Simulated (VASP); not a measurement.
Input of a VASP 6.6.1 run:

POSCAR

```
BN
1.0
    0.0000000000      1.5838022561      2.3757033842
    1.5838022561      0.0000000000      2.3757033842
    1.5838022561      1.5838022561      0.0000000000
B N
1 1
Direct
    0.0000000000      0.0000000000      0.0000000000
    0.7500000000      0.7500000000      0.7500000000
```

The input INCAR.step1:

```
SYSTEM = BN
PREC     = Accurate       ! precision mode
ENCUT    = 520            ! plane-wave cutoff, eV
ISMEAR   = 0              ! smearing method
SIGMA    = 0.05           ! smearing width, eV
LREAL    = .FALSE.        ! projectors in reciprocal space
LASPH    = .TRUE.         ! aspherical terms in the spheres
NELM     = 60             ! most SCF steps
NBANDS   = 11             ! bands
GGA      = PE             ! functional
ALGO     = Normal         ! electronic algorithm
EDIFF    = 1E-4           ! SCF threshold, eV
LWAVE    = .TRUE.         ! write WAVECAR
LCHARG   = .FALSE.        ! write CHGCAR
```

Contents of INCAR.step2:

```
SYSTEM = BN
PREC     = Accurate       ! precision mode
ENCUT    = 520            ! plane-wave cutoff, eV
EDIFF    = 1E-6           ! SCF threshold, eV
ISMEAR   = 0              ! smearing method
SIGMA    = 0.05           ! smearing width, eV
LREAL    = .FALSE.        ! projectors in reciprocal space
LASPH    = .TRUE.         ! aspherical terms in the spheres
NELM     = 60             ! most SCF steps
ALGO     = Normal         ! electronic algorithm
ISIF     = 2              ! what is computed and relaxed
LWAVE    = .FALSE.        ! write WAVECAR
LCHARG   = .FALSE.        ! write CHGCAR
METAGGA  = R2SCAN         ! meta-GGA
LMIXTAU  = .TRUE.       
NBANDS   = 11             ! bands
ISTART   = 1
```

KPOINTS

```
Automatic mesh
0
G
  12 12 12
  0 0 0
```

Potentials or basis: VASP PAW PBE potentials, release 64 (B, N).

Run with:

```bash
$ cat potpaw_PBE.64/B/POTCAR potpaw_PBE.64/N/POTCAR > POTCAR
$ cp INCAR.step1 INCAR
$ mpirun -np 1 vasp_std > vasp.out
$ cp INCAR.step2 INCAR
$ mpirun -np 1 vasp_std > vasp.out
```

Question: What does it give for the pressure?

Answer: 5.5 GPa.

Question: What does it give for the band gap on the k mesh?

Answer: 0.19 eV, indirect (least direct gap 0.61 eV).

Stress tensor (GPa, compression positive):
```
 135.47    0.00    0.00
   0.00  135.47    0.00
   0.00    0.00 -254.30
```

Caveat: the PAW data sets were made with another functional, which shifts forces and pressure a little. A k mesh can miss the band edges.
